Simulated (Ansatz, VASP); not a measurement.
**Two plane-wave programs on ZrO2**

```xyz
6
Lattice="3.6010 0.0000 0.0000 0.0000 3.6010 0.0000 0.0000 0.0000 5.2272" Properties=species:S:1:pos:R:3 pbc="T T T"
Zr    0.0000    0.0000    0.0000
Zr    1.8005    1.8005    2.6136
O     0.0000    1.8005    1.0296
O     0.0000    1.8005    3.6432
O     1.8005    0.0000    1.5840
O     1.8005    0.0000    4.1976
```

Alike in both runs: task single point; functional PBE0; k mesh 4 × 4 × 4; no spin polarisation.

|  | VASP | Ansatz |
| --- | --- | --- |
| version | VASP 6.6.1 | Ansatz 0.2.0 |
| potentials or method | VASP PAW PBE potentials, release 64 (Zr_sv, O) | plane waves, PAW |
| plane-wave cutoff (eV) | 520 | 420 |
| occupations | gaussian, width 0.01 eV | fixed |
| valence electrons in the cell | 48 | 48 |

```csv
,VASP,Ansatz,Ansatz less VASP
gap on the k mesh at the Fermi level (eV),6.48,6.47,-0.011
pressure (GPa),-2.1,-2.6,-0.43
"traceless stress, the component that is largest in VASP (GPa)",-0.07,0.06,+0.132
rms of the force components (eV/Å),0.006,0.018,+0.0117
```

Atom by atom the forces differ by 0.012 eV/Å (rms over components). Ansatz's warnings: stress exchange threshold loose, stress scf threshold loose.

The k mesh is coarse, so the values compare programs but aren't converged.
